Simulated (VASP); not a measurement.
# HfN (WC type) (P-6m2) in VASP: further runs, part 2 of 3

VASP 6.6.1. The steps go on from the part before.

## (4) Relaxation of shape and atoms at fixed volume, PBE

This run uses another cell than the first one, of 9.70 Å³/atom.

INCAR

```
PREC = Accurate
ENCUT = 600
EDIFF = 1E-7
ISMEAR = -1
SIGMA = 0.1
LREAL = F
LASPH = T
NELM = 60
ALGO = Normal
ISIF = 4
LWAVE = F
LCHARG = F
GGA = PE
IBRION = 2
NSW = 50
EDIFFG = -0.005
```

KPOINTS

```
Automatic mesh
0
Gamma
  16 16 14
```

POSCAR

```
HfN
1.0
    2.8789854592      0.0000000000      0.0000000000
   -1.4394927296      2.4932745448      0.0000000000
    0.0000000000      0.0000000000      2.7023595306
Hf N
1 1
Direct
    0.0000000000      0.0000000000      0.0000000000
    0.3333333333      0.6666666667      0.5000000000
```

The run is started by

```bash
cat potpaw_PBE.64/Hf_pv/POTCAR potpaw_PBE.64/N/POTCAR > POTCAR
mpirun -np 1 vasp_std > vasp.out
```

Run time: 41 s. Hardware: 1 thread of Intel Xeon 6975P-C (Granite Rapids), shared host; peak memory 0.2 GiB.

The run converged. Its results:

| Quantity | Value |
| --- | --- |
| Free energy | -20.0336 eV |
| Energy gained by relaxing | 5.7 meV/atom |
| Ionic steps | 3 |
| Pressure after relaxing | 79.5 GPa |
| Band gap on the k mesh | zero (an odd number of electrons rules out a gap without spin polarisation) |

Step by step:
```csv
step,energy change (eV),largest force (eV/Å),pressure (GPa),volume (Å³)
1,0.0000,0.0000,80.63,19.40
2,0.0038,0.0000,78.31,19.40
3,-0.0115,0.0000,79.49,19.40
```

Final structure:
```cif
data_structure
_symmetry_space_group_name_H-M 'P 1'
_symmetry_Int_Tables_number 1
_cell_length_a 2.8601
_cell_length_b 2.8601
_cell_length_c 2.7381
_cell_angle_alpha 90.000
_cell_angle_beta 90.000
_cell_angle_gamma 120.000
_cell_volume 19.40
loop_
_atom_site_label
_atom_site_type_symbol
_atom_site_fract_x
_atom_site_fract_y
_atom_site_fract_z
_atom_site_occupancy
Hf1 Hf 0.00000 0.00000 0.00000 1
N1 N 0.33333 0.66667 0.50000 1
```

Levels at points of the mesh, in eV from the Fermi level:
```tsv
k point	band 5	band 6	band 7	band 8	band 9	band 10	band 11
(0.00, 0.00, 0.00)	-4.04	-4.04	-3.04	-1.66	3.87	6.04	6.04
(0.50, 0.00, 0.00)	-7.43	-4.25	-2.36	-2.22	6.14	6.48	7.92
(0.00, 0.00, 0.50)	-8.75	-3.07	-3.07	1.67	1.67	4.50	5.33
(0.50, 0.00, 0.50)	-6.69	-5.19	-5.18	1.53	6.77	8.68	10.35
```

Caveat: spin-orbit coupling is left out, which moves the levels of the heavy elements; an odd number of electrons without spin polarisation forces a metal; a magnetic or distorted state may lie lower.

## (5) Relaxation of shape and atoms at fixed volume, PBE

This run uses another cell than the first one, of 10.67 Å³/atom.

INCAR

```
SYSTEM = HfN
ALGO = Normal
EDIFF = 1E-6
EDIFFG = -0.005
ENCUT = 600
GGA = PE
IBRION = 2
ISIF = 4
ISMEAR = -1
LASPH = .True.
LCHARG = .False.
LREAL = .False.
LWAVE = .False.
NELM = 80
NSW = 50
PREC = Accurate
SIGMA = 0.1
```

KPOINTS

```
k-points
0
Gamma
  16 16 14
  0 0 0
```

POSCAR

```
HfN
1.0
    2.9719194422      0.0000000000      0.0000000000
   -1.4859597211      2.5737577350      0.0000000000
    0.0000000000      0.0000000000      2.7895920082
Hf N
1 1
Direct
    0.0000000000      0.0000000000      0.0000000000
    0.3333333333      0.6666666667      0.5000000000
```

Potentials or basis: VASP PAW PBE potentials, release 64 (Hf_pv, N).

The run is started by

```bash
cat potpaw_PBE.64/Hf_pv/POTCAR potpaw_PBE.64/N/POTCAR > POTCAR
mpirun -np 1 vasp_std > vasp.out
```

OUTCAR:

```text
SYSTEM = HfN
   EDIFF = 1E-6
   EDIFFG = -0.005
   ENCUT = 600
   GGA = PE
   IBRION = 2
   ISIF = 4
   ISMEAR = -1
   LASPH = .True.
   LREAL = .False.
   NELM = 80
   NSW = 50
   PREC = Accurate

 ion  position               nearest neighbor table
   1  0.000  0.000  0.000-   2 2.21   2 2.21   2 2.21   2 2.21   2 2.21   2 2.21
   2  0.333  0.667  0.500-   1 2.21   1 2.21   1 2.21   1 2.21   1 2.21   1 2.21

  LATTYP: Found a hexagonal cell.
 ALAT       =     2.9719194422
 C/A-ratio  =     0.9386499407

  Lattice vectors:

 A1 = (   2.9719194422,   0.0000000000,   0.0000000000)
 A2 = (  -1.4859597211,   2.5737577350,   0.0000000000)
 A3 = (   0.0000000000,   0.0000000000,   2.7895920082)

Analysis of symmetry for initial positions (statically):
=====================================================================
 Subroutine PRICEL returns:
[... 266 lines left out ...]
      4      -8.8551      2.00000
      5       4.2015      2.00000
      6       4.2015      2.00000
      7       5.3093      2.00000
      8       6.3215      2.00000
      9      11.0335      0.00000
     10      13.4869      0.00000
     11      13.4869      0.00000
[... 309 lines left out ...]
 k-point    24 :       0.2500    0.1875    0.0000
  band No.  band energies     occupation
      1     -22.9313      2.00000
      2     -22.2602      2.00000
      3     -21.4559      2.00000
      4      -6.6990      2.00000
      5       1.4220      2.00000
      6       4.4638      2.00000
      7       4.5867      2.00000
      8       7.4530      1.98889
      9      10.9868      0.00000
     10      12.5560      0.00000
     11      14.7670      0.00000

 [... further k-points ...]

------------------------ aborting loop because EDIFF is reached ----------------------------------------

  FORCE on cell =-STRESS in cart. coord.  units (eV):
  Direction    XX          YY          ZZ          XY          YZ          ZX
  --------------------------------------------------------------------------------------
  -------------------------------------------------------------------------------------
  Total        4.8518240      4.8518240      4.8444950      0.0000000     -0.0000000     -0.0000000
  in kB      364.3092759    364.3092759    363.7589625      0.0000000     -0.0000000     -0.0000000
  external PRESSURE =     364.1258381 kB  Pullay stress =       0.0000000 kB
[... 17 lines left out ...]
  FREE ENERGIE OF THE ION-ELECTRON SYSTEM (eV)
  ---------------------------------------------------
  free  energy   TOTEN  =       -20.7192073521 eV

  energy  without entropy=      -20.6785666108  energy(sigma->0) =      -20.69888698

 reached required accuracy - stopping structural energy minimisation
```

It took 35 s on 1 thread of Intel Xeon 6975P-C (Granite Rapids), shared host; peak memory 0.21 GiB.

Results:

- Free energy: -20.7192 eV
- Energy gained by relaxing: 1.4 meV/atom
- Ionic steps: 3
- Pressure after relaxing: 36.4 GPa
- Band gap on the k mesh: zero (an odd number of electrons rules out a gap without spin polarisation)

Step by step:
```tsv
step	energy change (eV)	largest force (eV/Å)	pressure (GPa)	volume (Å³)
1	0.0000	0.0000	36.81	21.34
2	0.0003	0.0000	35.99	21.34
3	-0.0027	0.0000	36.41	21.34
```

Final structure:
```xyz
2
Lattice="2.9622 0.0000 0.0000 -1.4811 2.5653 0.0000 0.0000 0.0000 2.8079" Properties=species:S:1:pos:R:3 pbc="T T T"
Hf    0.0000    0.0000    0.0000
N     0.0000    1.7102    1.4040
```

Levels at points of the mesh, in eV from the Fermi level:
```tsv
k point	band 5	band 6	band 7	band 8	band 9	band 10	band 11
(0.00, 0.00, 0.00)	-3.77	-3.77	-2.66	-1.65	3.06	5.52	5.52
(0.50, 0.00, 0.00)	-7.11	-3.79	-2.24	-2.06	5.67	5.71	7.33
(0.00, 0.00, 0.50)	-8.30	-2.88	-2.88	1.63	1.63	4.24	4.91
(0.50, 0.00, 0.50)	-6.26	-4.98	-4.78	1.13	5.97	7.72	9.27
```

Caveat: spin-orbit coupling is left out, which moves the levels of the heavy elements; an odd number of electrons without spin polarisation forces a metal; a magnetic or distorted state may lie lower.

## (6) Relaxation of shape and atoms at fixed volume, PBE

This run uses another cell than the first one, of 11.40 Å³/atom.

INCAR

```
SYSTEM = HfN
  PREC = Accurate
  ENCUT = 600
  EDIFF = 1E-6
  ISMEAR = -1
  SIGMA = 0.1
  LREAL = .FALSE.
  LASPH = .TRUE.
  NELM = 60
  ALGO = Normal
  ISIF = 4
  LWAVE = .FALSE.
  LCHARG = .FALSE.
  GGA = PE
  IBRION = 2
  NSW = 50
  EDIFFG = -0.005
```

KPOINTS

```
Automatic mesh
0
G
  16 16 14
  0 0 0
```

POSCAR

```
HfN
1.0
    3.0379836131      0.0000000000      0.0000000000
   -1.5189918066      2.6309709852      0.0000000000
    0.0000000000      0.0000000000      2.8516031383
Hf N
1 1
Direct
    0.0000000000      0.0000000000      0.0000000000
    0.3333333333      0.6666666667      0.5000000000
```

Potentials or basis: VASP PAW PBE potentials, release 64 (Hf_pv, N).

The run is started by

```bash
cat potpaw_PBE.64/Hf_pv/POTCAR potpaw_PBE.64/N/POTCAR > POTCAR
mpirun -np 1 vasp_std > vasp.out
```

OUTCAR:

```text
SYSTEM = HfN
   PREC = Accurate
   ENCUT = 600
   EDIFF = 1E-6
   ISMEAR = -1
   LREAL = .FALSE.
   LASPH = .TRUE.
   NELM = 60
   ISIF = 4
   GGA = PE
   IBRION = 2
   NSW = 50
   EDIFFG = -0.005

 ion  position               nearest neighbor table
   1  0.000  0.000  0.000-   2 2.26   2 2.26   2 2.26   2 2.26   2 2.26   2 2.26
   2  0.333  0.667  0.500-   1 2.26   1 2.26   1 2.26   1 2.26   1 2.26   1 2.26

  LATTYP: Found a hexagonal cell.
 ALAT       =     3.0379836131
 C/A-ratio  =     0.9386499407

  Lattice vectors:

 A1 = (   3.0379836131,   0.0000000000,   0.0000000000)
 A2 = (  -1.5189918066,   2.6309709852,   0.0000000000)
 A3 = (   0.0000000000,   0.0000000000,   2.8516031383)

Analysis of symmetry for initial positions (statically):
=====================================================================
 Subroutine PRICEL returns:
 Original cell was already a primitive cell.

 Routine SETGRP: Setting up the symmetry group for a
 hexagonal supercell.

 Subroutine GETGRP returns: Found 12 space group operations
 (whereof 12 operations were pure point group operations)
 out of a pool of 24 trial point group operations.

The static configuration has the point symmetry D_3h.

Analysis of symmetry for dynamics (positions and initial velocities):
=====================================================================
 Subroutine PRICEL returns:
 Original cell was already a primitive cell.

 Routine SETGRP: Setting up the symmetry group for a
 hexagonal supercell.

 Subroutine GETGRP returns: Found 12 space group operations
 (whereof 12 operations were pure point group operations)
 out of a pool of 24 trial point group operations.

The dynamic configuration has the point symmetry D_3h.

 Subroutine INISYM returns: Found 12 space group operations
 (whereof 12 operations are pure point group operations),
 and found     1 'primitive' translations

----------------------------------------------------------------------------------------

                                     Primitive cell

  volume of cell :      22.7924

  direct lattice vectors                    reciprocal lattice vectors
     3.037983613  0.000000000  0.000000000     0.329165699  0.190043905  0.000000000
    -1.518991807  2.630970985  0.000000000     0.000000000  0.380087810  0.000000000
     0.000000000  0.000000000  2.851603138     0.000000000  0.000000000  0.350679934

  length of vectors
     3.037983613  3.037983613  2.851603138     0.380087810  0.380087810  0.350679934

  position of ions in fractional coordinates (direct lattice)
     0.000000000  0.000000000  0.000000000
     0.333333333  0.666666667  0.500000000

  ion indices of the primitive-cell ions
   primitive index   ion index
                 1           1
                 2           2

----------------------------------------------------------------------------------------

 KPOINTS: Automatic mesh

Automatic generation of k-mesh.
 Grid dimensions read from file:
 generate k-points for:   16   16   14

 Generating k-lattice:

  Cartesian coordinates                     Fractional coordinates (reciprocal lattice)
     0.020572856  0.011877744  0.000000000     0.062500000  0.000000000  0.000000000
[... 51 lines left out ...]
   ISTART =      0    job   : 0-new  1-cont  2-samecut
   ICHARG =      2    charge: 1-file 2-atom 10-const
   ISPIN  =      1    spin polarized calculation?
   LNONCOLLINEAR =      F non collinear calculations
   LSORBIT =      F    spin-orbit coupling
   LASPH  =      T    aspherical Exc in radial PAW
   ENCUT  =  600.0 eV  44.10 Ry    6.64 a.u.   6.07  6.07  5.70*2*pi/ulx,y,z
   NELM   =     60;   NELMIN=  2; NELMDL= -5     # of ELM steps
   EDIFF  = 0.1E-05   stopping-criterion for ELM
   LREAL  =      F    real-space projection
   EDIFFG = -.5E-02   stopping-criterion for IOM
   NSW    =     50    number of steps for IOM
   IBRION =      2    ionic relax: 0-MD 1-quasi-New 2-CG
   NFREE  =      1    steps in history (QN), initial steepest desc. (CG)
   ISIF   =      4    stress and relaxation
   ISYM   =      2    0-nonsym 1-usesym 2-fastsym
   POTIM  = 0.5000    time-step for ionic-motion
   TEBEG  =    0.0;   TEEND  =   0.0 temperature during run
   PSTRESS=    0.0 pullay stress
   NELECT =      15.0000    total number of electrons
   NUPDOWN=      -1.0000    fix difference up-down
   EMIN   =  10.00;   EMAX   =-10.00  energy-range for DOS
   EFERMI =   0.00;   METHOD = LEGACY
   ISMEAR =    -1;   SIGMA  =   0.10  broadening in eV -4-tet -1-fermi 0-gaus
   EFERMI_NEDOS =   21; number of points for ismear=-14 and -15
   IALGO  =     38    algorithm
   IMIX   =      4    mixing-type and parameters
     AMIX     =   0.40;   BMIX     =  1.00
     AMIX_MAG =   1.60;   BMIX_MAG =  1.00
  volume/ion in A,a.u.               =      11.40        76.91
  Fermi-wavevector in a.u.,A,eV,Ry     =   1.423995  2.690960 27.589365  2.027761
  Thomas-Fermi vector in A             =   2.544533
   LORBIT       =      0    0 simple, 1 ext, 2 COOP (PROOUT), +10 PAW based schemes
   GGA     = PE    functional components
   LHFCALC =     F    Hartree Fock is set to
   AEXX    =    0.0000 exact exchange contribution
   IVDW    =     0    specifies the selected vdW correction
   LEPSILON=     F    determine dielectric tensor
   LRPA    =     F    only Hartree local field effects (RPA)
 conjugate gradient relaxation of ions
 non-spin polarized calculation
  energy-cutoff  :      600.00
  volume of cell :       22.79
 maximum number of plane-waves:       779
   NGX = 13   NGY = 13   NGZ = 11

--------------------------------------- Ionic step        1  -------------------------------------------

 number of electron      15.0000000 magnetization

 Free energy of the ion-electron system (eV)
  ---------------------------------------------------
  ext. energy  EPLUGINS =         0.00000000
  ---------------------------------------------------
  free energy    TOTEN  =       -20.94530276 eV

  energy without entropy =      -20.90113192  energy(sigma->0) =      -20.92321734

------------------------ aborting loop because EDIFF is reached ----------------------------------------

  FORCE on cell =-STRESS in cart. coord.  units (eV):
  Direction    XX          YY          ZZ          XY          YZ          ZX
  --------------------------------------------------------------------------------------
  -------------------------------------------------------------------------------------
  Total        1.9321085      1.9321085      2.2555603     -0.0000000      0.0000000      0.0000000
  in kB      135.8161859    135.8161859    158.5530002     -0.0000000      0.0000000      0.0000000
  external PRESSURE =     143.3951240 kB  Pullay stress =       0.0000000 kB
[... 59 lines left out ...]
--------------------------------------- Ionic step        3  -------------------------------------------

 number of electron      14.9999999 magnetization

 Free energy of the ion-electron system (eV)
  ---------------------------------------------------
  ext. energy  EPLUGINS =         0.00000000
  ---------------------------------------------------
  free energy    TOTEN  =       -20.94573327 eV

  energy without entropy =      -20.90143450  energy(sigma->0) =      -20.92358389

 E-fermi :   7.3700     XC(G=0): -12.7539

 val. band max:        7.3698951818   @ k =   0.3125   0.1875   0.1429
 cond. band min:       7.3743167058   @ k =   0.1875   0.1250   0.2857
 fundamental gap:      0.0044215240
 Fermi energy:         7.3699829126

 k-point     1 :       0.0000    0.0000    0.0000
  band No.  band energies     occupation
      1     -22.6661      2.00000
      2     -22.6661      2.00000
      3     -22.4700      2.00000
      4      -9.0696      2.00000
      5       3.7842      2.00000
      6       3.7842      2.00000
      7       4.9376      2.00000
      8       5.7421      2.00000
      9       9.8942      0.00000
     10      12.5329      0.00000
     11      12.5329      0.00000
[... 309 lines left out ...]
 k-point    24 :       0.2500    0.1875    0.0000
  band No.  band energies     occupation
      1     -23.5525      2.00000
      2     -23.0268      2.00000
      3     -22.3366      2.00000
      4      -7.1739      2.00000
      5       1.0658      2.00000
      6       4.0509      2.00000
      7       4.1079      2.00000
      8       6.8988      1.98218
      9      10.2252      0.00000
     10      11.7546      0.00000
     11      13.5841      0.00000

 [... further k-points ...]

------------------------ aborting loop because EDIFF is reached ----------------------------------------

  FORCE on cell =-STRESS in cart. coord.  units (eV):
  Direction    XX          YY          ZZ          XY          YZ          ZX
  --------------------------------------------------------------------------------------
  -------------------------------------------------------------------------------------
  Total        2.0205640      2.0205640      2.0234370     -0.0000000     -0.0000000      0.0000000
  in kB      142.0340990    142.0340990    142.2360555     -0.0000000     -0.0000000      0.0000000
  external PRESSURE =     142.1014178 kB  Pullay stress =       0.0000000 kB
[... 17 lines left out ...]
  FREE ENERGIE OF THE ION-ELECTRON SYSTEM (eV)
  ---------------------------------------------------
  free  energy   TOTEN  =       -20.9457332697 eV

  energy  without entropy=      -20.9014345005  energy(sigma->0) =      -20.92358389

 reached required accuracy - stopping structural energy minimisation
```

CONTCAR:

```text
HfN
   1.00000000000000
     3.0340116709293157   -0.0000000000013544    0.0000000000000000
    -1.5170058355157656    2.6275311823773411   -0.0000000000000000
     0.0000000000000000    0.0000000000000000    2.8590743136984789
  Hf              N
     1     1
Direct
     0.0000000000000000    0.0000000000000000    1.0000000000000000
     0.3333333332999970    0.6666666667000030    0.5000000000000000

  0.00000000E+00  0.00000000E+00  0.00000000E+00
  0.00000000E+00  0.00000000E+00  0.00000000E+00
```

Run time: 38 s. Hardware: 1 thread of Intel Xeon 6975P-C (Granite Rapids), shared host; peak memory 0.21 GiB.

Results:

* Free energy: -20.9457 eV
* Energy gained by relaxing: 0.2 meV/atom
* Ionic steps: 3
* Pressure after relaxing: 14.2 GPa
* Band gap on the k mesh: zero (an odd number of electrons rules out a gap without spin polarisation)

Step by step:
```csv
step,energy change (eV),largest force (eV/Å),pressure (GPa),volume (Å³)
1,0.0000,0.0000,14.34,22.79
2,0.0000,0.0000,14.07,22.79
3,-0.0004,0.0000,14.21,22.79
```

Final structure:
```
CELL_PARAMETERS angstrom
3.03401 0.00000 0.00000
-1.51701 2.62753 0.00000
0.00000 0.00000 2.85907
ATOMIC_POSITIONS crystal
Hf 0.00000 0.00000 0.00000
N 0.33333 0.66667 0.50000
```

Caveat: spin-orbit coupling is left out, which moves the levels of the heavy elements; an odd number of electrons without spin polarisation forces a metal; a magnetic or distorted state may lie lower.

[end of part 2 of 3]

The gap in the log of VASP goes by the Fermi energy; the results here count the filled bands.